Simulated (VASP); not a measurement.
# SnO2 (Cm) in VASP: further runs

SnO2 is run at these levels: PBE+D3(BJ); tasks: single point.

Program: VASP 6.6.1. These are calculated values, not measurements. Logs are shortened: lines on timing, memory, paths and dates and some standing lists are left out, and cuts for length are marked.

## (1) The cell of the first run

Symmetry: Cm, No. 8, monoclinic system. The conventional cell has a = 5.607 Å, b = 3.237 Å, c = 4.680 Å, α = 90.00°, β = 113.54°, γ = 90.00°. Within 2.7 Å of Sn (site symmetry m) lie 6 O at 2.05 to 2.26 Å. Within 2.8 Å of O (site symmetry m) lie 3 Sn at 2.05 to 2.26 Å and 3 O at 2.63 to 2.77 Å. O (site symmetry m) has 3 Sn at 2.09 to 2.13 Å and 3 O at 2.63 to 2.77 Å within 2.8 Å.

## (2) Single point, PBE+D3(BJ) (atoms displaced along a vibrational mode)

INCAR

```
SYSTEM = SnO2
PREC     = Accurate       ! precision mode
ENCUT    = 520            ! plane-wave cutoff, eV
EDIFF    = 1E-7           ! SCF threshold, eV
ISMEAR   = 0              ! smearing method
SIGMA    = 0.05           ! smearing width, eV
LREAL    = .False.        ! projectors in reciprocal space
LASPH    = .True.         ! aspherical terms in the spheres
NELM     = 100            ! most SCF steps
ALGO     = Normal         ! electronic algorithm
ISIF     = 2              ! what is computed and relaxed
LWAVE    = .False.        ! write WAVECAR
LCHARG   = .False.        ! write CHGCAR
GGA      = PE             ! functional
IVDW     = 12             ! dispersion correction
NBANDS   = 64             ! bands
```

KPOINTS

```
Automatic mesh
0
Gamma
  6 6 6
  0 0 0
```

POSCAR

```
SnO2
1.0
    3.2373377712      1.8690778337      4.2908446647
   -3.2373377712      1.8690778337      4.2908446647
    0.0000000000     -3.7381556673      4.2908446647
Sn O
4 8
Direct
    0.8611706257      0.8665830742      0.8665830739
    0.3611959177      0.3665887991      0.8665881250
    0.3611959177      0.8665881252      0.3665887989
    0.8611824080      0.3665905889      0.3665905886
    0.1468348755      0.6083213964      0.6083213864
    0.6468378606      0.1083706337      0.6083418296
    0.6468378606      0.6083418396      0.1083706237
    0.6094318809      0.6078900728      0.6078900847
    0.1468369626      0.1083618528      0.1083618428
    0.1094559987      0.1078516086      0.6078547750
    0.1094559986      0.6078547631      0.1078516205
    0.6094798426      0.1078681675      0.1078681795
```

Potentials or basis: VASP PAW PBE potentials, release 64 (Sn_d, O).

Command:

```bash
$ cat potpaw_PBE.64/Sn_d/POTCAR potpaw_PBE.64/O/POTCAR > POTCAR
$ mpirun -np 1 vasp_std > vasp.out
```

OUTCAR:

```text
SYSTEM = SnO2
   PREC = Accurate
   ENCUT = 520
   EDIFF = 1E-7
   ISMEAR = 0
   LREAL = .False.
   LASPH = .True.
   NELM = 100
   ISIF = 2
   GGA = PE
   IVDW = 12
 IVDW          = 12

 ion  position               nearest neighbor table
   1  0.861  0.867  0.867-   7 2.05   6 2.05  12 2.09  10 2.13  11 2.13   5 2.26   2 3.24   3 3.24
                             4 3.24   4 3.24   3 3.24   2 3.24
   2  0.361  0.367  0.867-   9 2.05   5 2.05  11 2.09   8 2.13  12 2.13   6 2.26   1 3.24   4 3.24
                             3 3.24   3 3.24   4 3.24   1 3.24
   3  0.361  0.867  0.367-   9 2.05   5 2.05  10 2.09   8 2.13  12 2.13   7 2.26   1 3.24   4 3.24
                             2 3.24   2 3.24   4 3.24   1 3.24
   4  0.861  0.367  0.367-   6 2.05   7 2.05   8 2.09  11 2.13  10 2.13   9 2.26   3 3.24   2 3.24
                             1 3.24   1 3.24   2 3.24   3 3.24
   5  0.147  0.608  0.608-   3 2.05   2 2.05   1 2.26
   6  0.647  0.108  0.608-   4 2.05   1 2.05   2 2.26
   7  0.647  0.608  0.108-   4 2.05   1 2.05   3 2.26
   8  0.609  0.608  0.608-   4 2.09   2 2.13   3 2.13
   9  0.147  0.108  0.108-   2 2.05   3 2.05   4 2.26
  10  0.109  0.108  0.608-   3 2.09   4 2.13   1 2.13
  11  0.109  0.608  0.108-   2 2.09   4 2.13   1 2.13
  12  0.609  0.108  0.108-   1 2.09   3 2.13   2 2.13

  LATTYP: Found a trigonal (rhomboedric) cell.
 ALAT       =     5.6907957027
 COS(alpha) =     0.3527679204

  Lattice vectors:

 A1 = (   3.2373377712,   1.8690778337,   4.2908446647)
 A2 = (  -3.2373377712,   1.8690778337,   4.2908446647)
 A3 = (   0.0000000000,  -3.7381556673,   4.2908446647)

Analysis of symmetry for initial positions (statically):
=====================================================================
 Subroutine PRICEL returns:
 Original cell was already a primitive cell.

 Routine SETGRP: Setting up the symmetry group for a
 trigonal (rhombohedral) supercell.

 Subroutine GETGRP returns: Found  2 space group operations
 (whereof  2 operations were pure point group operations)
 out of a pool of 12 trial point group operations.

The static configuration has the point symmetry C_1h.

Analysis of symmetry for dynamics (positions and initial velocities):
=====================================================================
 Subroutine PRICEL returns:
 Original cell was already a primitive cell.

 Routine SETGRP: Setting up the symmetry group for a
 trigonal (rhombohedral) supercell.

 Subroutine GETGRP returns: Found  2 space group operations
 (whereof  2 operations were pure point group operations)
[... 136 lines left out ...]
   EFERMI =   0.00;   METHOD = LEGACY
   ISMEAR =     0;   SIGMA  =   0.05  broadening in eV -4-tet -1-fermi 0-gaus
   EFERMI_NEDOS =   21; number of points for ismear=-14 and -15
   IALGO  =     38    algorithm
   IMIX   =      4    mixing-type and parameters
     AMIX     =   0.40;   BMIX     =  1.00
     AMIX_MAG =   1.60;   BMIX_MAG =  1.00
  volume/ion in A,a.u.               =      12.98        87.60
  Fermi-wavevector in a.u.,A,eV,Ry     =   1.430813  2.703844 27.854188  2.047225
  Thomas-Fermi vector in A             =   2.550617
   LORBIT       =      0    0 simple, 1 ext, 2 COOP (PROOUT), +10 PAW based schemes
   GGA     = PE    functional components
   LHFCALC =     F    Hartree Fock is set to
   AEXX    =    0.0000 exact exchange contribution
   IVDW    =    12    specifies the selected vdW correction
   LEPSILON=     F    determine dielectric tensor
   LRPA    =     F    only Hartree local field effects (RPA)
 non-spin polarized calculation
 Gauss-broadening in eV      SIGMA  =   0.05
  energy-cutoff  :      520.00
  volume of cell :      155.78
 maximum number of plane-waves:      4212
   NGX = 21   NGY = 21   NGZ = 21

 number of electron     103.9999969 magnetization

 Free energy of the ion-electron system (eV)
  ---------------------------------------------------
  ext. energy  EPLUGINS =         0.00000000
  ---------------------------------------------------
  free energy    TOTEN  =       -72.23818952 eV

  energy without entropy =      -72.23818952  energy(sigma->0) =      -72.23818952

 E-fermi :   5.1146     XC(G=0): -10.7287

 val. band max:        4.8847374627   @ k =   0.0000   0.0000   0.0000
 cond. band min:       6.4087965437   @ k =   0.0000   0.0000   0.0000
 fundamental gap:      1.5240590810
 Fermi energy:         5.1146217024

 k-point     1 :       0.0000    0.0000    0.0000
  band No.  band energies     occupation
      1     -15.9743      2.00000
      2     -15.9651      2.00000
      3     -15.9645      2.00000
      4     -15.4138      2.00000
      5     -15.1892      2.00000
      6     -15.1579      2.00000
[... 1597 lines left out ...]
     63      14.0404      0.00000
     64      14.8991      0.00000

 [... further k-points ...]

------------------------ aborting loop because EDIFF is reached ----------------------------------------

 Edisp (eV)   -2.41282

 E8    (eV) :    -0.9593

  FORCE on cell =-STRESS in cart. coord.  units (eV):
  Direction    XX          YY          ZZ          XY          YZ          ZX
  --------------------------------------------------------------------------------------
  -------------------------------------------------------------------------------------
  Total       2.04032     2.42803     1.72685    -0.33576     2.47232     4.28218
  in kB      20.98457    24.97207    17.76054    -3.45327    25.42758    44.04188
  external pressure =       21.24 kB  Pullay stress =        0.00 kB

 VOLUME and BASIS-vectors are now :
 -----------------------------------------------------------------------------
  energy-cutoff  :      520.00
  volume of cell :      155.78
      direct lattice vectors                 reciprocal lattice vectors
     3.237337771  1.869077834  4.290844665     0.154447894  0.089170533  0.077684782
    -3.237337771  1.869077834  4.290844665    -0.154447894  0.089170533  0.077684782
     0.000000000 -3.738155667  4.290844665     0.000000000 -0.178341066  0.077684782

 POSITION                                       TOTAL-FORCE (eV/Angst)
 -----------------------------------------------------------------------------------
     -0.01752     -0.01012     11.13190         0.918856      0.530502      0.268847
     -0.01746     -1.87916      6.84121         0.915586      0.529458      0.267424
     -1.63613      0.92446      6.84121         0.916317      0.528192      0.267424
      1.60116      0.92443      6.84117         0.917758      0.529868      0.270355
     -1.49399     -0.86255      5.85047        -1.058315     -0.611018     -0.368510
      1.74320     -0.86253      5.85078        -1.058614     -0.612448     -0.371450
      0.12462      1.94092      5.85078        -1.059703     -0.610562     -0.371450
      0.00499      0.00288      7.83170         0.143117      0.082629      0.101831
      0.12456      0.07191      1.55998        -1.057637     -0.610627     -0.371044
      0.00519     -1.86609      3.54064         0.141024      0.080637      0.102864
     -1.61349      0.93754      3.54064         0.140346      0.081812      0.102864
      1.62389      0.93755      3.54087         0.141263      0.081558      0.100846
 -----------------------------------------------------------------------------------
    total drift:                                0.004111      0.002415     -0.000656

  FREE ENERGIE OF THE ION-ELECTRON SYSTEM (eV)
  ---------------------------------------------------
  free  energy   TOTEN  =       -74.6510124135 eV

  energy  without entropy=      -74.6510124135  energy(sigma->0) =      -74.65101241
```

It took 9.5 min on 1 thread of Intel Xeon Platinum 8488C (Sapphire Rapids), shared host; peak memory 0.57 GiB.

What came out:

| Property | Result |
| --- | --- |
| Free energy | -74.6510 eV |
| Pressure | 2.1 GPa |
| Largest force | 1.278 eV/Å |
| Band gap on the k mesh | 1.52 eV |
| Dispersion energy per atom | -0.201 eV |

Forces on the atoms (eV/Å):
```
Sn   0.919  0.531  0.269
Sn   0.916  0.529  0.267
Sn   0.916  0.528  0.267
Sn   0.918  0.530  0.270
O   -1.058 -0.611 -0.369
O   -1.059 -0.612 -0.371
O   -1.060 -0.611 -0.371
O    0.143  0.083  0.102
O   -1.058 -0.611 -0.371
O    0.141  0.081  0.103
O    0.140  0.082  0.103
O    0.141  0.082  0.101
```

Levels at points of the mesh, in eV from the valence-band top:
```
           k point  band 48  band 49  band 50  band 51  band 52  band 53  band 54  band 55  band 56  band 57
(0.00, 0.00, 0.00)    -0.62    -0.07    -0.07    -0.03     0.00     1.52     4.53     4.90     4.90     5.46
(0.50, 0.00, 0.00)    -0.52    -0.45    -0.45    -0.06    -0.06     3.91     3.91     5.59     5.59     6.62
(0.00, 0.50, 0.00)    -0.58    -0.35    -0.35    -0.08    -0.08     4.10     4.10     5.49     5.49     6.64
(0.50, 0.50, 0.00)    -0.90    -0.59    -0.59    -0.19    -0.19     4.49     4.49     5.47     5.47     7.39
(0.00, 0.50, 0.50)    -0.93    -0.54    -0.54    -0.11    -0.11     4.33     4.33     5.64     5.64     7.30
(0.50, 0.50, 0.50)    -1.11    -1.02    -1.01    -0.81    -0.81     3.43     4.98     5.41     5.41     5.73
```

Caveat: the cell differs from its parent crystal (atoms displaced along a vibrational mode); spin-orbit coupling is left out, which moves the levels of the heavy elements; forces of over 1 eV/Å act on the atoms, so gaps and moduli don't describe the material at rest.

## (3) Single point, PBE+D3(BJ) (atoms displaced along a vibrational mode)

INCAR

```
PREC     = Accurate       # precision mode
ENCUT    = 520            # plane-wave cutoff, eV
EDIFF    = 1E-6           # SCF threshold, eV
ISMEAR   = 0              # smearing method
SIGMA    = 0.05           # smearing width, eV
LREAL    = F              # projectors in reciprocal space
LASPH    = T              # aspherical terms in the spheres
NELM     = 80             # most SCF steps
ALGO     = Normal         # electronic algorithm
ISIF     = 2              # what is computed and relaxed
LWAVE    = F              # write WAVECAR
LCHARG   = F              # write CHGCAR
GGA      = PE             # functional
IVDW     = 12             # dispersion correction
NBANDS   = 64             # bands
```

KPOINTS

```
Automatic mesh
0
Gamma
  6 6 6
```

POSCAR

```
SnO2
1.0
    3.2373377712      1.8690778337      4.2908446647
   -3.2373377712      1.8690778337      4.2908446647
    0.0000000000     -3.7381556673      4.2908446647
Sn O
4 8
Direct
    0.8599665388      0.8671851177      0.8671851173
    0.3599983003      0.3671867968      0.8671892786
    0.3599983003      0.8671892789      0.3671867965
    0.8599801007      0.3671902087      0.3671902083
    0.1512815495      0.6060888269      0.6060888172
    0.6512968744      0.1061472966      0.6061153854
    0.6512968744      0.6061153951      0.1061472868
    0.6138735227      0.6056692517      0.6056692639
    0.1512877734      0.1061364473      0.1061364376
    0.1139136459      0.1056187598      0.6056273429
    0.1139136458      0.6056273307      0.1056187720
    0.6139347071      0.1056433689      0.1056433811
```

Potentials or basis: VASP PAW PBE potentials, release 64 (Sn_d, O).

Command:

```bash
$ cat potpaw_PBE.64/Sn_d/POTCAR potpaw_PBE.64/O/POTCAR > POTCAR
$ mpirun -np 1 vasp_std > vasp.out
```

OUTCAR:

```text
PREC = Accurate
   ENCUT = 520
   EDIFF = 1E-6
   ISMEAR = 0
   LREAL = F
   LASPH = T
   NELM = 80
   ISIF = 2
   GGA = PE
   IVDW = 12
 IVDW          = 12

 ion  position               nearest neighbor table
   1  0.860  0.867  0.867-   7 2.04   6 2.04  12 2.06  10 2.14  11 2.14   5 2.29   2 3.24   3 3.24
                             4 3.24   4 3.24   3 3.24   2 3.24
   2  0.360  0.367  0.867-   9 2.04   5 2.04  11 2.06   8 2.14  12 2.14   6 2.29   1 3.24   4 3.24
                             3 3.24   3 3.24   4 3.24   1 3.24
   3  0.360  0.867  0.367-   9 2.04   5 2.04  10 2.06   8 2.14  12 2.14   7 2.29   1 3.24   4 3.24
                             2 3.24   2 3.24   4 3.24   1 3.24
   4  0.860  0.367  0.367-   6 2.04   7 2.04   8 2.06  11 2.14  10 2.14   9 2.29   3 3.24   2 3.24
                             1 3.24   1 3.24   2 3.24   3 3.24
   5  0.151  0.606  0.606-   3 2.04   2 2.04   1 2.29
   6  0.651  0.106  0.606-   4 2.04   1 2.04   2 2.29
   7  0.651  0.606  0.106-   4 2.04   1 2.04   3 2.29
   8  0.614  0.606  0.606-   4 2.06   2 2.14   3 2.14
   9  0.151  0.106  0.106-   2 2.04   3 2.04   4 2.29
  10  0.114  0.106  0.606-   3 2.06   4 2.14   1 2.14
  11  0.114  0.606  0.106-   2 2.06   4 2.14   1 2.14
[... 1824 lines left out ...]

 Edisp (eV)   -2.41297

 E8    (eV) :    -0.9594

  FORCE on cell =-STRESS in cart. coord.  units (eV):
  Direction    XX          YY          ZZ          XY          YZ          ZX
  --------------------------------------------------------------------------------------
  -------------------------------------------------------------------------------------
  Total       2.85256     2.96568     2.24224    -0.09796     2.13453     3.69711
  in kB      29.33842    30.50184    23.06125    -1.00756    21.95345    38.02450
  external pressure =       27.63 kB  Pullay stress =        0.00 kB

 VOLUME and BASIS-vectors are now :
 -----------------------------------------------------------------------------
  energy-cutoff  :      520.00
  volume of cell :      155.78
      direct lattice vectors                 reciprocal lattice vectors
     3.237337771  1.869077834  4.290844665     0.154447894  0.089170533  0.077684782
    -3.237337771  1.869077834  4.290844665    -0.154447894  0.089170533  0.077684782
     0.000000000 -3.738155667  4.290844665     0.000000000 -0.178341066  0.077684782

 POSITION                                       TOTAL-FORCE (eV/Angst)
 -----------------------------------------------------------------------------------
     -0.02337     -0.01349     11.13190         1.245766      0.719243      0.336087
     -0.02327     -1.88252      6.84121         1.240552      0.718254      0.333691
     -1.64195      0.92111      6.84121         1.242302      0.715223      0.333691
      1.59533      0.92106      6.84115         1.243882      0.718156      0.338559
     -1.47236     -0.85007      5.85039        -1.145977     -0.661630     -0.466107
      1.76483     -0.85003      5.85082        -1.146992     -0.663744     -0.470414
      0.14627      1.95341      5.85082        -1.148315     -0.661452     -0.470414
      0.02656      0.01533      7.83170        -0.093812     -0.054162      0.133062
      0.14617      0.08439      1.55998        -1.145605     -0.661415     -0.469446
      0.02685     -1.85361      3.54063        -0.097366     -0.056788      0.134506
     -1.59184      0.95006      3.54063        -0.097863     -0.055927      0.134506
      1.64551      0.95004      3.54090        -0.096571     -0.055755      0.132279
 -----------------------------------------------------------------------------------
    total drift:                                0.001726      0.001049     -0.000715

  FREE ENERGIE OF THE ION-ELECTRON SYSTEM (eV)
  ---------------------------------------------------
  free  energy   TOTEN  =       -74.4931246226 eV

  energy  without entropy=      -74.4931246226  energy(sigma->0) =      -74.49312462
```

OSZICAR:

```text
N       E                     dE             d eps       ncg     rms          rms(c)
DAV:   1     0.159417851667E+04    0.15942E+04   -0.48770E+04 10224   0.253E+03
DAV:   2     0.261848351745E+03   -0.13323E+04   -0.12632E+04  9176   0.799E+02
DAV:   3    -0.558697946247E+02   -0.31772E+03   -0.30974E+03  9496   0.278E+02
DAV:   4    -0.833006492563E+02   -0.27431E+02   -0.27104E+02 10776   0.905E+01
DAV:   5    -0.841081480620E+02   -0.80750E+00   -0.80491E+00 10176   0.164E+01    0.216E+01
DAV:   6    -0.718419984198E+02    0.12266E+02   -0.42657E+01 13800   0.713E+01    0.800E+00
DAV:   7    -0.721554200715E+02   -0.31342E+00   -0.52808E+00  9840   0.942E+00    0.459E+00
DAV:   8    -0.721140806756E+02    0.41339E-01   -0.71089E-01 12680   0.588E+00    0.125E+00
DAV:   9    -0.720770405530E+02    0.37040E-01   -0.20883E-01 13072   0.450E+00    0.209E-01
DAV:  10    -0.720794516985E+02   -0.24111E-02   -0.19387E-02 10248   0.988E-01    0.122E-01
DAV:  11    -0.720801200394E+02   -0.66834E-03   -0.15257E-03 11216   0.232E-01    0.323E-02
DAV:  12    -0.720801510409E+02   -0.31002E-04   -0.75539E-05 11688   0.518E-02    0.180E-02
DAV:  13    -0.720801615488E+02   -0.10508E-04   -0.18709E-05 10024   0.212E-02    0.118E-02
DAV:  14    -0.720801596176E+02    0.19312E-05   -0.95724E-06  9624   0.301E-02    0.194E-03
DAV:  15    -0.720801595140E+02    0.10366E-06   -0.13452E-06  6376   0.922E-03
   1 F= -.74493125E+02 E0= -.74493125E+02  d E =-.121340E-10
```

stdout:

```text
POSCAR found type information on POSCAR SnO
 POSCAR found :  2 types and      12 ions
 scaLAPACK will be used
 LDA part: xc-table for (Slater+PW92), standard interpolation
 POSCAR, INCAR and KPOINTS ok, starting setup
 FFT: planning ... GRIDC
 FFT: planning ... GRID_SOFT
 FFT: planning ... GRID
 WAVECAR not read
 entering main loop
```

Run time: 16 min. Hardware: 1 thread of Oxide Virtual Turin-like, shared host; peak memory 0.54 GiB.

Results:

| Quantity | Value |
| --- | --- |
| Free energy | -74.4931 eV |
| Pressure | 2.8 GPa |
| Largest force | 1.477 eV/Å |
| Band gap on the k mesh | 1.51 eV |
| Dispersion energy per atom | -0.201 eV |

Forces on the atoms (eV/Å):
```
Sn   1.246  0.719  0.336
Sn   1.241  0.718  0.334
Sn   1.242  0.715  0.334
Sn   1.244  0.718  0.339
O   -1.146 -0.662 -0.466
O   -1.147 -0.664 -0.470
O   -1.148 -0.661 -0.470
O   -0.094 -0.054  0.133
O   -1.146 -0.661 -0.469
O   -0.097 -0.057  0.135
O   -0.098 -0.056  0.135
O   -0.097 -0.056  0.132
```

Levels at points of the mesh, in eV from the valence-band top:
| k point | band 50 | band 51 | band 52 | band 53 | band 54 | band 55 |
| --- | --- | --- | --- | --- | --- | --- |
| (0.00, 0.00, 0.00) | -0.08 | -0.04 | 0.00 | 1.51 | 4.52 | 4.87 |
| (0.50, 0.00, 0.00) | -0.45 | -0.07 | -0.07 | 3.90 | 3.90 | 5.56 |
| (0.00, 0.50, 0.00) | -0.36 | -0.08 | -0.08 | 4.08 | 4.08 | 5.47 |
| (0.50, 0.50, 0.00) | -0.59 | -0.20 | -0.20 | 4.47 | 4.47 | 5.45 |
| (0.00, 0.50, 0.50) | -0.54 | -0.12 | -0.12 | 4.31 | 4.31 | 5.61 |
| (0.50, 0.50, 0.50) | -1.02 | -0.82 | -0.82 | 3.42 | 4.97 | 5.38 |

Caveat: the cell differs from its parent crystal (atoms displaced along a vibrational mode); spin-orbit coupling is left out, which moves the levels of the heavy elements; forces of over 1 eV/Å act on the atoms, so gaps and moduli don't describe the material at rest.

(Continued in part 2 of 2.)
